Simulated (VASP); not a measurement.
GaN, 8 atoms in the cell. The structure is tetragonal, space group I-42d (No. 122). Conventional cell: a = 7.081 Å, b = 7.081 Å, c = 5.007 Å, α = 90.00°, β = 90.00°, γ = 90.00°. Within 2.4 Å of Ga (site symmetry 2) lie 3 N at 1.77 Å. Within 2.4 Å of N (site symmetry 2) lie 3 Ga at 1.77 Å. The cell was built from a structure type or drawn by symmetry, and may not be a known phase.

```yaml
Program: VASP 6.6.1
Task: relaxation of cell and atoms
Functional: PBE
Potentials_or_basis: VASP PAW PBE potentials, release 64 (Ga_d, N)
Cutoff: 600 eV
k_mesh: 4 × 4 × 4
Occupations: gaussian, width 0.1 eV
Spin: no spin polarisation
Dipole_correction: no
Further_INCAR_settings: ALGO = Normal; EDIFF = 1e-07; IBRION = 2; EDIFFG = -0.04; NSW = 90; ISIF = 3
```

Potentials or basis: VASP PAW PBE potentials, release 64 (Ga_d, N).

The run is started by

```bash
$ cat potpaw_PBE.64/Ga_d/POTCAR potpaw_PBE.64/N/POTCAR > POTCAR
$ mpirun -np 1 vasp_std > vasp.out
```

Hardware: 1 thread of Intel(R) Xeon(R) 6975P-C (Granite Rapids), on a shared host.

Problem. Estimate the wall time of this run.

Solution. Run time: 7.6 min on 1 thread of Intel(R) Xeon(R) 6975P-C (Granite Rapids) (shared host), peak memory 0.37 GiB. Counts: scf iterations 111, k points 13, ion steps 9.
